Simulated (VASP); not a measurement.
# GaAs (F-43m) in VASP: notebook

The runs below take GaAs through electric field gradients, with PBE.

Everything below comes from runs of VASP 6.6.1. Logs are shortened: lines on timing, memory, paths and dates and some standing lists are left out, and cuts for length are marked.

**1. The cell of the first run**

Symmetry: F-43m, No. 216, cubic system. The conventional cell has a = 5.539 Å, b = 5.539 Å, c = 5.539 Å, α = 90.00°, β = 90.00°, γ = 90.00°. Within 3.2 Å of Ga (site symmetry -43m) lie 4 As at 2.40 Å. Within 3.2 Å of As (site symmetry -43m) lie 4 Ga at 2.40 Å.

**2. Electric field gradients, PBE (volume scaled by 0.9405)**

INCAR reads:

```
SYSTEM = GaAs
PREC = Accurate ; ENCUT = 520
EDIFF = 1E-8 ; ISMEAR = -1
SIGMA = 0.08 ; LREAL = .FALSE.
LASPH = .TRUE. ; NELM = 100
ALGO = Normal ; ISIF = 2
LWAVE = .FALSE. ; LCHARG = .FALSE.
GGA = PE ; LEFG = .TRUE.
NBANDS = 16
```

KPOINTS reads:

```
Automatic mesh
0
G
  10 10 10
  0 0 0
```

POSCAR reads:

```
GaAs
1.0
    0.0000000000      2.7696338872      2.7696338872
    2.7696338872      0.0000000000      2.7696338872
    2.7696338872      2.7696338872      0.0000000000
Ga As
1 1
Direct
    0.0000000000      0.0000000000      0.0000000000
    0.7500000000      0.7500000000      0.7500000000
```

Potentials or basis: VASP PAW PBE potentials, release 64 (Ga_d, As).

Started as:

```console
cat potpaw_PBE.64/Ga_d/POTCAR potpaw_PBE.64/As/POTCAR > POTCAR
mpirun -np 1 vasp_std > vasp.out
```

OUTCAR:

```text
SYSTEM = GaAs
   PREC = Accurate
   ENCUT = 520
   EDIFF = 1E-8
   ISMEAR = -1
   LREAL = .FALSE.
   LASPH = .TRUE.
   NELM = 100
   ISIF = 2
   GGA = PE

 ion  position               nearest neighbor table
   1  0.000  0.000  0.000-   2 2.40   2 2.40   2 2.40   2 2.40
   2  0.750  0.750  0.750-   1 2.40   1 2.40   1 2.40   1 2.40

  LATTYP: Found a face centered cubic cell.
 ALAT       =     5.5392677744

  Lattice vectors:

 A1 = (   0.0000000000,   2.7696338872,   2.7696338872)
 A2 = (   2.7696338872,   0.0000000000,   2.7696338872)
 A3 = (   2.7696338872,   2.7696338872,   0.0000000000)

Analysis of symmetry for initial positions (statically):
=====================================================================
 Subroutine PRICEL returns:
 Original cell was already a primitive cell.

 Routine SETGRP: Setting up the symmetry group for a
 face centered cubic supercell.

 Subroutine GETGRP returns: Found 24 space group operations
 (whereof 24 operations were pure point group operations)
 out of a pool of 48 trial point group operations.

The static configuration has the point symmetry T_d .

Analysis of symmetry for dynamics (positions and initial velocities):
=====================================================================
 Subroutine PRICEL returns:
 Original cell was already a primitive cell.

 Routine SETGRP: Setting up the symmetry group for a
 face centered cubic supercell.

 Subroutine GETGRP returns: Found 24 space group operations
 (whereof 24 operations were pure point group operations)
 out of a pool of 48 trial point group operations.

The dynamic configuration has the point symmetry T_d .

 Subroutine INISYM returns: Found 24 space group operations
 (whereof 24 operations are pure point group operations),
 and found     1 'primitive' translations

----------------------------------------------------------------------------------------

                                     Primitive cell

  volume of cell :      42.4910

  direct lattice vectors                    reciprocal lattice vectors
     0.000000000  2.769633887  2.769633887    -0.180529276  0.180529276  0.180529276
     2.769633887  0.000000000  2.769633887     0.180529276 -0.180529276  0.180529276
     2.769633887  2.769633887  0.000000000     0.180529276  0.180529276 -0.180529276

  length of vectors
     3.916853806  3.916853806  3.916853806     0.312685878  0.312685878  0.312685878

  position of ions in fractional coordinates (direct lattice)
     0.000000000  0.000000000  0.000000000
     0.750000000  0.750000000  0.750000000

  ion indices of the primitive-cell ions
   primitive index   ion index
                 1           1
                 2           2

----------------------------------------------------------------------------------------

 KPOINTS: Automatic mesh

Automatic generation of k-mesh.
 Grid dimensions read from file:
 generate k-points for:   10   10   10

 Generating k-lattice:

  Cartesian coordinates                     Fractional coordinates (reciprocal lattice)
    -0.018052928  0.018052928  0.018052928     0.100000000  0.000000000  0.000000000
     0.018052928 -0.018052928  0.018052928     0.000000000  0.100000000  0.000000000
     0.018052928  0.018052928 -0.018052928     0.000000000  0.000000000  0.100000000

  Length of vectors
     0.031268588  0.031268588  0.031268588

  Shift w.r.t. Gamma in fractional coordinates (k-lattice)
     0.000000000  0.000000000  0.000000000

 Subroutine IBZKPT returns following result:
 ===========================================

 Found     47 irreducible k-points:

 Following reciprocal coordinates:
            Coordinates               Weight
  0.000000  0.000000  0.000000      1.000000
  0.100000  0.000000  0.000000      8.000000
  0.200000  0.000000  0.000000      8.000000
  0.300000  0.000000  0.000000      8.000000
  0.400000  0.000000  0.000000      8.000000
  0.500000  0.000000  0.000000      4.000000
[... 16 lines left out ...]
  0.300000  0.300000  0.000000      6.000000
  0.400000  0.300000  0.000000     24.000000
 [... further k-points ...]
   k-points           NKPTS =     47   k-points in BZ     NKDIM =     47   number of bands    NBANDS=     16
   number of dos      NEDOS =    301   number of ions     NIONS =      2
   total plane-waves  NPLWV =  27000
   dimension x,y,z NGX =    30 NGY =   30 NGZ =   30
   dimension x,y,z NGXF=    60 NGYF=   60 NGZF=   60
   ions per type =               1   1
   NGX,Y,Z   is equivalent  to a cutoff of  12.73, 12.73, 12.73 a.u.
   NGXF,Y,Z  is equivalent  to a cutoff of  25.47, 25.47, 25.47 a.u.
 SYSTEM =  GaAs
   PREC   = accura    normal or accurate (medium, high low for compatibility)
   ISTART =      0    job   : 0-new  1-cont  2-samecut
   ICHARG =      2    charge: 1-file 2-atom 10-const
   ISPIN  =      1    spin polarized calculation?
   LNONCOLLINEAR =      F non collinear calculations
   LSORBIT =      F    spin-orbit coupling
   LASPH  =      T    aspherical Exc in radial PAW
   ENCUT  =  520.0 eV  38.22 Ry    6.18 a.u.   7.28  7.28  7.28*2*pi/ulx,y,z
   NELM   =    100;   NELMIN=  2; NELMDL= -5     # of ELM steps
   EDIFF  = 0.1E-07   stopping-criterion for ELM
   LREAL  =      F    real-space projection
   EDIFFG = 0.1E-06   stopping-criterion for IOM
   NSW    =      0    number of steps for IOM
   IBRION =     -1    ionic relax: 0-MD 1-quasi-New 2-CG
   NFREE  =      0    steps in history (QN), initial steepest desc. (CG)
   ISIF   =      2    stress and relaxation
   ISYM   =      2    0-nonsym 1-usesym 2-fastsym
   POTIM  = 0.5000    time-step for ionic-motion
   TEBEG  =    0.0;   TEEND  =   0.0 temperature during run
   PSTRESS=    0.0 pullay stress
   NELECT =      18.0000    total number of electrons
   NUPDOWN=      -1.0000    fix difference up-down
   EMIN   =  10.00;   EMAX   =-10.00  energy-range for DOS
   EFERMI =   0.00;   METHOD = LEGACY
   ISMEAR =    -1;   SIGMA  =   0.08  broadening in eV -4-tet -1-fermi 0-gaus
   EFERMI_NEDOS =   21; number of points for ismear=-14 and -15
   IALGO  =     38    algorithm
   IMIX   =      4    mixing-type and parameters
     AMIX     =   0.40;   BMIX     =  1.00
     AMIX_MAG =   1.60;   BMIX_MAG =  1.00
  volume/ion in A,a.u.               =      21.25       143.37
  Fermi-wavevector in a.u.,A,eV,Ry     =   1.229514  2.323444 20.567974  1.511703
  Thomas-Fermi vector in A             =   2.364398
   LORBIT       =      0    0 simple, 1 ext, 2 COOP (PROOUT), +10 PAW based schemes
   GGA     = PE    functional components
   LHFCALC =     F    Hartree Fock is set to
   AEXX    =    0.0000 exact exchange contribution
   IVDW    =     0    specifies the selected vdW correction
   LEPSILON=     F    determine dielectric tensor
   LRPA    =     F    only Hartree local field effects (RPA)
 non-spin polarized calculation
  energy-cutoff  :      520.00
  volume of cell :       42.49
 maximum number of plane-waves:      1167
 NGX is ok and might be reduce to    30
   NGX = 15   NGY = 15   NGZ = 15

 number of electron      18.0000010 magnetization

 Free energy of the ion-electron system (eV)
  ---------------------------------------------------
  ext. energy  EPLUGINS =         0.00000000
  ---------------------------------------------------
  free energy    TOTEN  =        -8.14978323 eV

  energy without entropy =       -8.14976472  energy(sigma->0) =       -8.14977398

 E-fermi :   5.0718     XC(G=0):  -9.8672

 val. band max:        4.5283161157   @ k =   0.0000   0.0000   0.0000
 cond. band min:       5.5218371539   @ k =   0.0000   0.0000   0.0000
 fundamental gap:      0.9935210382
 Fermi energy:         5.0718158312

 k-point     1 :       0.0000    0.0000    0.0000
  band No.  band energies     occupation
      1     -10.4023      2.00000
      2     -10.4023      2.00000
      3     -10.4023      2.00000
      4     -10.3067      2.00000
      5     -10.3067      2.00000
      6      -8.6572      2.00000
[... 8 lines left out ...]
     15      14.8035      0.00000
     16      14.8035      0.00000
[... 419 lines left out ...]
 k-point    24 :       0.4000    0.3000    0.0000
  band No.  band energies     occupation
      1     -10.5170      2.00000
      2     -10.3579      2.00000
      3     -10.3559      2.00000
      4     -10.3296      2.00000
      5     -10.2951      2.00000
      6      -6.7507      2.00000
[... 8 lines left out ...]
     15      17.0436      0.00000
     16      17.8275      0.00000

 [... further k-points ...]

------------------------ aborting loop because EDIFF is reached ----------------------------------------

  FORCE on cell =-STRESS in cart. coord.  units (eV):
  Direction    XX          YY          ZZ          XY          YZ          ZX
  --------------------------------------------------------------------------------------
  -------------------------------------------------------------------------------------
  Total        2.3495943      2.3495943      2.3495943      0.0000000     -0.0000000      0.0000000
  in kB       88.5944195     88.5944195     88.5944195      0.0000000     -0.0000000      0.0000000
  external PRESSURE =      88.5944195 kB  Pullay stress =       0.0000000 kB

 VOLUME and BASIS-vectors are now :
 -----------------------------------------------------------------------------
  energy-cutoff  :      520.00
  volume of cell :       42.49
      direct lattice vectors                 reciprocal lattice vectors
     0.000000000  2.769633887  2.769633887    -0.180529276  0.180529276  0.180529276
     2.769633887  0.000000000  2.769633887     0.180529276 -0.180529276  0.180529276
     2.769633887  2.769633887  0.000000000     0.180529276  0.180529276 -0.180529276

 POSITION                                       TOTAL-FORCE (eV/Angst)
 -----------------------------------------------------------------------------------
      0.00000      0.00000      0.00000        -0.000000      0.000000      0.000000
      4.15445      4.15445      4.15445         0.000000     -0.000000     -0.000000
 -----------------------------------------------------------------------------------
    total drift:                               -0.000001     -0.000001     -0.000001

  FREE ENERGIE OF THE ION-ELECTRON SYSTEM (eV)
  ---------------------------------------------------
  free  energy   TOTEN  =        -8.1497832342 eV

  energy  without entropy=       -8.1497647190  energy(sigma->0) =       -8.14977398

 Electric field gradients (V/A^2)
---------------------------------------------------------------------
 ion       V_xx      V_yy      V_zz      V_xy      V_xz      V_yz
---------------------------------------------------------------------
   1      -0.000    -0.000     0.000    -0.003    -0.003    -0.003
   2      -0.000     0.000     0.000    -0.000    -0.000    -0.000
---------------------------------------------------------------------

 Electric field gradients after diagonalization (V/A^2)
 (convention: |V_zz| > |V_xx| > |V_yy|)
----------------------------------------------------------------------
 ion       V_xx      V_yy      V_zz     asymmetry (V_yy - V_xx)/ V_zz
----------------------------------------------------------------------
   1       0.003     0.003    -0.006       0.000
   2       0.000     0.000    -0.000       0.000
----------------------------------------------------------------------

           NMR quadrupolar parameters

 Cq : quadrupolar parameter    Cq=e*Q*V_zz/h
 eta: asymmetry parameters     (V_yy - V_xx)/ V_zz
 Q  : nuclear electric quadrupole moment in mb (millibarn)
----------------------------------------------------------------------
 ion       Cq(MHz)       eta       Q (mb)
----------------------------------------------------------------------
   1      -0.000       0.000       1.000
   2      -0.000       0.000       1.000
----------------------------------------------------------------------
```

Run time: 56 s. Hardware: 1 thread of AMD EPYC 7R43 (Zen 3), shared host; peak memory 0.15 GiB.

Results:

```yaml
Free_energy: -8.1498 eV
Pressure: 8.9 GPa
Band_gap_on_the_k_mesh: 0.99 eV, direct
```

Levels at points of the mesh, in eV from the valence-band top:
| k point | band 5 | band 6 | band 7 | band 8 | band 9 | band 10 | band 11 | band 12 | band 13 | band 14 |
| --- | --- | --- | --- | --- | --- | --- | --- | --- | --- | --- |
| (0.00, 0.00, 0.00) | -14.83 | -13.19 | 0.00 | 0.00 | 0.00 | 0.99 | 3.74 | 3.74 | 3.74 | 7.78 |
| (0.50, 0.00, 0.00) | -14.83 | -11.22 | -6.99 | -1.24 | -1.24 | 1.18 | 4.65 | 4.65 | 7.80 | 10.88 |
| (0.50, 0.50, 0.00) | -14.82 | -10.40 | -7.12 | -2.90 | -2.90 | 1.34 | 1.61 | 10.66 | 10.66 | 11.56 |

Caveat: without QUAD_EFG the Cq values of the log hold for a quadrupole moment of 1 mb, not for the nuclei.

[end of part 1 of 2]
